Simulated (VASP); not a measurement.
# NaAu7 (Fm-3m) in VASP: further runs, part 2 of 2

VASP 6.6.1.

### 3 Single point, PBE

Contents of INCAR:

```
SYSTEM = NaAu7
PREC = Accurate
ENCUT = 520
EDIFF = 1E-6
ISMEAR = 0
SIGMA = 0.1
LREAL = .FALSE.
LASPH = .TRUE.
NELM = 100
ALGO = Normal
ISIF = 2
LWAVE = .FALSE.
LCHARG = .TRUE.
GGA = PE
LELF = .TRUE.
LVHAR = .TRUE.
NBANDS = 52
```

Contents of KPOINTS:

```
regular mesh
0
G
  8 8 8
  0 0 0
```

Contents of POSCAR:

```
NaAu7
1.0
    0.0000000000      4.1698213534      4.1698213534
    4.1698213534      0.0000000000      4.1698213534
    4.1698213534      4.1698213534      0.0000000000
Na Au
1 7
Direct
    0.0000000000      0.0000000000      0.0000000000
    0.5000000000      0.5000000000      0.5000000000
    0.0000000000      0.5000000000      0.0000000000
    0.5000000000      0.0000000000      0.0000000000
    0.0000000000      0.5000000000      0.5000000000
    0.5000000000      0.0000000000      0.5000000000
    0.0000000000      0.0000000000      0.5000000000
    0.5000000000      0.5000000000      0.0000000000
```

Potentials or basis: VASP PAW PBE potentials, release 64 (Na_pv, Au).

The run is started by

```
> cat potpaw_PBE.64/Na_pv/POTCAR potpaw_PBE.64/Au/POTCAR > POTCAR
> mpirun -np 1 vasp_std > vasp.out
```

OUTCAR:

```text
SYSTEM = NaAu7
   PREC = Accurate
   ENCUT = 520
   EDIFF = 1E-6
   ISMEAR = 0
   LREAL = .FALSE.
   LASPH = .TRUE.
   NELM = 100
   ISIF = 2
   GGA = PE

 ion  position               nearest neighbor table
   1  0.000  0.000  0.000-   3 2.95   4 2.95   7 2.95   5 2.95   6 2.95   7 2.95   3 2.95   5 2.95
                             8 2.95   4 2.95   6 2.95   8 2.95
   2  0.500  0.500  0.500-   5 2.95   6 2.95   8 2.95   3 2.95   4 2.95   8 2.95   4 2.95   6 2.95
                             7 2.95   3 2.95   5 2.95   7 2.95
   3  0.000  0.500  0.000-   1 2.95   5 2.95   8 2.95   2 2.95   5 2.95   7 2.95   1 2.95   4 2.95
                             7 2.95   2 2.95   4 2.95   8 2.95
   4  0.500  0.000  0.000-   1 2.95   6 2.95   8 2.95   2 2.95   6 2.95   7 2.95   2 2.95   3 2.95
                             8 2.95   1 2.95   3 2.95   7 2.95
   5  0.000  0.500  0.500-   2 2.95   3 2.95   7 2.95   1 2.95   3 2.95   8 2.95   1 2.95   6 2.95
                             7 2.95   2 2.95   6 2.95   8 2.95
   6  0.500  0.000  0.500-   2 2.95   4 2.95   7 2.95   1 2.95   4 2.95   8 2.95   2 2.95   5 2.95
                             8 2.95   1 2.95   5 2.95   7 2.95
   7  0.000  0.000  0.500-   1 2.95   5 2.95   6 2.95   1 2.95   3 2.95   4 2.95   2 2.95   3 2.95
[... 212 lines left out ...]
      4      -1.1730      2.00000
      5       1.0753      2.00000
      6       1.0753      2.00000
[... 1309 lines left out ...]
     51      15.4117      0.00000
     52      15.9895      0.00000

 [... further k-points ...]

------------------------ aborting loop because EDIFF is reached ----------------------------------------

  FORCE on cell =-STRESS in cart. coord.  units (eV):
  Direction    XX          YY          ZZ          XY          YZ          ZX
  --------------------------------------------------------------------------------------
  -------------------------------------------------------------------------------------
  Total       -0.1558607     -0.1558607     -0.1558607     -0.0000000      0.0000000     -0.0000000
  in kB       -1.7221261     -1.7221261     -1.7221261     -0.0000000      0.0000000     -0.0000000
  external PRESSURE =      -1.7221261 kB  Pullay stress =       0.0000000 kB

 VOLUME and BASIS-vectors are now :
 -----------------------------------------------------------------------------
  energy-cutoff  :      520.00
  volume of cell :      145.00
      direct lattice vectors                 reciprocal lattice vectors
     0.000000000  4.169821353  4.169821353    -0.119909214  0.119909214  0.119909214
     4.169821353  0.000000000  4.169821353     0.119909214 -0.119909214  0.119909214
     4.169821353  4.169821353  0.000000000     0.119909214  0.119909214 -0.119909214

 POSITION                                       TOTAL-FORCE (eV/Angst)
 -----------------------------------------------------------------------------------
      0.00000      0.00000      0.00000         0.000000     -0.000000      0.000000
      4.16982      4.16982      4.16982         0.000000     -0.000000      0.000000
      2.08491      0.00000      2.08491         0.000000     -0.000000      0.000000
      0.00000      2.08491      2.08491        -0.000000     -0.000000      0.000000
      4.16982      2.08491      2.08491         0.000000      0.000000      0.000000
      2.08491      4.16982      2.08491         0.000000     -0.000000      0.000000
      2.08491      2.08491      0.00000        -0.000000      0.000000     -0.000000
      2.08491      2.08491      4.16982         0.000000      0.000000     -0.000000
 -----------------------------------------------------------------------------------
    total drift:                                0.000000      0.000000      0.000000

  FREE ENERGIE OF THE ION-ELECTRON SYSTEM (eV)
  ---------------------------------------------------
  free  energy   TOTEN  =       -24.6596951042 eV

  energy  without entropy=      -24.6458221148  energy(sigma->0) =      -24.65275861
```

Run time: 98 s. Hardware: 1 thread of Intel Xeon 6975P-C (Granite Rapids), shared host; peak memory 0.39 GiB.

Results:

| Property | Result |
| --- | --- |
| Free energy | -24.6597 eV |
| Pressure | -0.2 GPa |
| Band gap on the k mesh | zero (bands 42 and 43 overlap by 0.88 eV) |

Levels at points of the mesh, in eV from the Fermi level:
```csv
k point,band 38,band 39,band 40,band 41,band 42,band 43,band 44,band 45,band 46,band 47
"(0.00, 0.00, 0.00)",-1.69,-1.69,-0.67,-0.33,-0.33,-0.33,1.61,1.61,1.61,2.26
"(0.50, 0.00, 0.00)",-1.90,-1.89,-1.89,0.55,0.55,0.95,0.99,1.23,1.23,4.63
"(0.50, 0.50, 0.00)",-2.90,-2.56,-1.69,-0.92,-0.30,-0.30,0.08,4.44,5.06,5.31
```

Caveat: spin-orbit coupling is left out, which moves the levels of the heavy elements.

### 4 Relaxation of cell and atoms, PBE

This run uses another cell than the first one, of 18.02 Å³/atom.

Contents of INCAR:

```
PREC = Accurate
ENCUT = 600
EDIFF = 1E-7
ISMEAR = 0
SIGMA = 0.1
LREAL = False
LASPH = True
NELM = 100
ALGO = Normal
ISIF = 3
LWAVE = False
LCHARG = False
GGA = PE
IBRION = 2
NSW = 100
EDIFFG = -0.01
```

Contents of KPOINTS:

```
Automatic mesh
0
Gamma
  8 8 8
```

Changes to POSCAR since step 3:

```diff
@@ -2,5 +2,5 @@
 1.0
-    0.0000000000      4.1698213534      4.1698213534
-    4.1698213534      0.0000000000      4.1698213534
-    4.1698213534      4.1698213534      0.0000000000
+    0.0000000000      4.1617247800      4.1617247800
+    4.1617247800      0.0000000000      4.1617247800
+    4.1617247800      4.1617247800      0.0000000000
 Na Au
```

The run is started by

```
> cat potpaw_PBE.64/Na_pv/POTCAR potpaw_PBE.64/Au/POTCAR > POTCAR
> mpirun -np 1 vasp_std > vasp.out
```

Run time: 4.9 min. Hardware: 1 thread of Intel Xeon 6975P-C (Granite Rapids), shared host; peak memory 0.46 GiB.

It converged, with:

```
Free energy                           : -24.6589 eV
Relaxed volume                        : 18.11 Å³/atom
Relaxed cell                          : a = 5.895 Å, b = 5.895 Å, c = 5.895 Å, α = 60.00°, β = 60.00°, γ = 60.00°
Space group after relaxing (to 0.1 Å) : Fm-3m (No. 225)
Energy gained by relaxing             : 0.2 meV/atom
Ionic steps                           : 3
Pressure after relaxing               : 0.0 GPa
Band gap on the k mesh                : zero (bands 42 and 43 overlap by 0.89 eV)
```

The path:
```tsv
step	energy change (eV)	largest force (eV/Å)	pressure (GPa)	volume (Å³)
1	0.0000	0.0000	0.56	144.16
2	-0.0004	0.0000	-0.45	145.47
3	-0.0012	0.0000	0.00	144.87
```

Final structure:
```cif
data_structure
_symmetry_space_group_name_H-M 'P 1'
_symmetry_Int_Tables_number 1
_cell_length_a 5.8952
_cell_length_b 5.8952
_cell_length_c 5.8952
_cell_angle_alpha 60.000
_cell_angle_beta 60.000
_cell_angle_gamma 60.000
_cell_volume 144.87
loop_
_atom_site_label
_atom_site_type_symbol
_atom_site_fract_x
_atom_site_fract_y
_atom_site_fract_z
_atom_site_occupancy
Na1 Na 0.00000 0.00000 0.00000 1
Au1 Au 0.50000 0.50000 0.50000 1
Au2 Au 0.00000 0.50000 0.00000 1
Au3 Au 0.50000 0.00000 0.00000 1
Au4 Au 0.00000 0.50000 0.50000 1
Au5 Au 0.50000 0.00000 0.50000 1
Au6 Au 0.00000 0.00000 0.50000 1
Au7 Au 0.50000 0.50000 0.00000 1
```

Levels at points of the mesh, in eV from the Fermi level:
| k point | band 40 | band 41 | band 42 | band 43 | band 44 | band 45 |
| --- | --- | --- | --- | --- | --- | --- |
| (0.00, 0.00, 0.00) | -0.67 | -0.33 | -0.33 | -0.33 | 1.61 | 1.61 |
| (0.50, 0.00, 0.00) | -1.89 | 0.55 | 0.55 | 0.95 | 0.99 | 1.23 |
| (0.50, 0.50, 0.00) | -1.69 | -0.92 | -0.29 | -0.29 | 0.08 | 4.45 |

Caveat: spin-orbit coupling is left out, which moves the levels of the heavy elements.
